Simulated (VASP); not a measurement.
# MgO: single point with PBEsol

The system is MgO.

```
Mg O
1.0
     0.00000    2.10760    2.10760
     2.10760    0.00000    2.10760
     2.10760    2.10760    0.00000
Mg O
1 1
Direct
  0.00000 0.00000 0.05047
  0.50000 0.50000 0.42332
```

This cell differs from its parent crystal: mode 4 frozen in at -0.162 Å and mode 5 at -0.162 Å (largest displacements).

* Program: VASP 6.6.1
* Task: single point
* Functional: PBEsol
* Potentials or basis: VASP PAW PBE potentials, release 64 (Mg, O)
* Cutoff: 520 eV
* k mesh: 10 × 10 × 10
* Occupations: gaussian, width 0.05 eV
* Spin: no spin polarisation
* Dipole correction: no
* Further INCAR settings: ALGO = Normal; EDIFF = 1e-06; NBANDS = 11

```yaml
Pressure: 13.4 GPa
Largest_force: 2.432 eV/Å
Band_gap_on_the_k_mesh: 4.54 eV, indirect (least direct gap 4.55 eV)
```

Forces in eV/Å, atoms in the order of the input:
```
Mg  -1.720 -1.720  0.000
O    1.720  1.720  0.000
```

Stress tensor (GPa, compression positive):
```
21.85 -6.53  0.00
-6.53 21.85  0.00
 0.00  0.00 -3.43
```

Levels at points of the mesh, in eV from the valence-band top:
```tsv
k point	band 1	band 2	band 3	band 4	band 5	band 6	band 7	band 8	band 9
(0.00, 0.00, 0.00)	-17.15	-0.21	-0.01	-0.01	4.54	15.68	16.31	16.53	19.21
(0.50, 0.00, 0.00)	-15.89	-4.57	-0.61	-0.43	7.67	11.83	15.98	16.72	20.19
(0.00, 0.00, 0.50)	-15.89	-4.57	-0.80	-0.56	7.98	12.13	16.06	16.59	20.60
(0.50, 0.50, 0.00)	-15.61	-4.05	-1.47	-1.30	9.08	9.67	13.09	18.43	20.00
(0.00, 0.50, 0.50)	-15.62	-3.97	-1.36	-1.30	9.17	9.24	13.06	18.80	19.46
```

Wall time 11 s on 1 thread of Intel(R) Xeon(R) 6975P-C (Granite Rapids), with other jobs on the host, peak memory 0.16 GiB.

Caveat: the cell differs from its parent crystal (mode 4 frozen in at -0.162 Å and mode 5 at -0.162 Å (largest displacements)); the PAW data sets were made with another functional, which shifts forces and pressure a little.
